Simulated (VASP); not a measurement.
Wanted: the native input for a VASP 6.6.1 run.

| Property | Result |
| --- | --- |
| Task | single point |
| Functional | PBE |
| Dispersion | D3(BJ) |
| Potentials or basis | VASP PAW PBE potentials, release 64 (Sn_d) |
| Cutoff | 520 eV |
| k mesh | 10 × 10 × 10 |
| Occupations | methfessel-paxton, width 0.1 eV |
| Spin | no spin polarisation |
| Dipole correction | no |
| Further INCAR settings | ALGO = Fast; EDIFF = 1e-07; NBANDS = 13 |

The structure of Sn lies in POSCAR:

```
Sn
1.0
   -2.0918300000      2.0352410000      1.6716340000
    2.0717670000     -2.0752320000      1.6959840000
    1.9871210000      1.9705230000     -1.7204980000
Sn
1
Direct
    0.0000000000      0.0000000000      0.0000000000
```

This cell differs from its parent crystal: the cell strained at random.

One way to write it, as run:

INCAR

```
SYSTEM = Sn
PREC = Accurate ; ENCUT = 520
EDIFF = 1E-7 ; ISMEAR = 1
SIGMA = 0.1 ; LREAL = .FALSE.
LASPH = .TRUE. ; NELM = 60
ALGO = Fast ; ISIF = 2
LWAVE = .FALSE. ; LCHARG = .TRUE.
GGA = PE ; IVDW = 12
LELF = .TRUE. ; LVHAR = .TRUE.
NBANDS = 13
```

KPOINTS

```
Automatic mesh
0
G
  10 10 10
  0 0 0
```

Potentials or basis: VASP PAW PBE potentials, release 64 (Sn_d).

Command:

```console
$ cat potpaw_PBE.64/Sn_d/POTCAR > POTCAR
$ mpirun -np 1 vasp_std > vasp.out
```

Results of the run:

```
Pressure                   : -1.3 GPa
Band gap on the k mesh     : zero (band 7 reaches 14.10 eV, above the bottom of band 8 at 5.82 eV)
Dispersion energy per atom : -0.383 eV
```

Caveat: the cell differs from its parent crystal (the cell strained at random); spin-orbit coupling is left out, which moves the levels of the heavy elements; pairwise dispersion overbinds metals, which lowers pressure and volume.

Run time: 100 s on 1 thread of Intel(R) Xeon(R) 6975P-C (Granite Rapids), with other jobs on the host, peak memory 0.28 GiB.
